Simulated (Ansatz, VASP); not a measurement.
## Re in VASP and in Ansatz

File INCAR:

```
PREC     = Accurate       # precision mode
ENCUT    = 520            # plane-wave cutoff, eV
EDIFF    = 1E-6           # SCF threshold, eV
ISMEAR   = 0              # smearing method
SIGMA    = 0.15           # smearing width, eV
LREAL    = False          # projectors in reciprocal space
LASPH    = True           # aspherical terms in the spheres
NELM     = 80             # most SCF steps
ALGO     = Fast           # electronic algorithm
ISIF     = 2              # what is computed and relaxed
LWAVE    = False          # write WAVECAR
LCHARG   = False          # write CHGCAR
GGA      = PE             # functional
NBANDS   = 10             # bands
```

KPOINTS

```
Automatic mesh
0
Gamma
  10 10 10
```

Contents of POSCAR:

```
Re
1.0
    0.0000000000      1.9016893269      2.1080226189
    1.9016893269      0.0000000000      2.1080226189
    1.9016893269      1.9016893269      0.0000000000
Re
1
Direct
    0.0000000000      0.0000000000      0.0000000000
```

Input for Ansatz:

```yaml
crystal:
  lattice:
    - [0.0, 1.9016893269, 2.1080226189]
    - [1.9016893269, 0.0, 2.1080226189]
    - [1.9016893269, 1.9016893269, 0.0]
  atoms:
    - { symbol: Re, position: [0.0, 0.0, 0.0] }
basis:
  ecutwfc: 420
kpoints:
  mp_grid: { grid: [10, 10, 10] }
hamiltonian:
  xc: pbe
scf:
  occupations: { method: gaussian, width: 0.15 }
output:
  forces: true
  stress: true
  eigenvalues: true
```

Alike in both runs: task single point; functional PBE; k mesh 10 × 10 × 10; occupations gaussian, width 0.15 eV; no spin polarisation.

```csv
,VASP,Ansatz
version,VASP 6.6.1,Ansatz 0.2.0
potentials or method,"VASP PAW PBE potentials, release 64 (Re), cutoff 520 eV","scalar-relativistic, plane waves, PAW"
valence electrons in the cell,7,15
```

VASP gave:

| Item | Value |
| --- | --- |
| gap on the k mesh at the Fermi level (eV) | none |
| pressure (GPa) | -4.7 |
| traceless stress, the component that is largest in VASP (GPa) | -18.70 |

Task: Which values does Ansatz return?

Result: gap on the k mesh at the Fermi level (eV): none; pressure (GPa): -4.1; traceless stress, the component that is largest in VASP (GPa): -19.05.

A gap of «none» marks a metal or a gap that the smearing closes. The functional is the same, so the differences come from potentials, cutoffs and numerics. VASP's potentials hold 7 valence electrons a cell and Ansatz's 15, so a difference there can come from the potentials and not from the codes.

Neither program's run includes spin-orbit coupling.
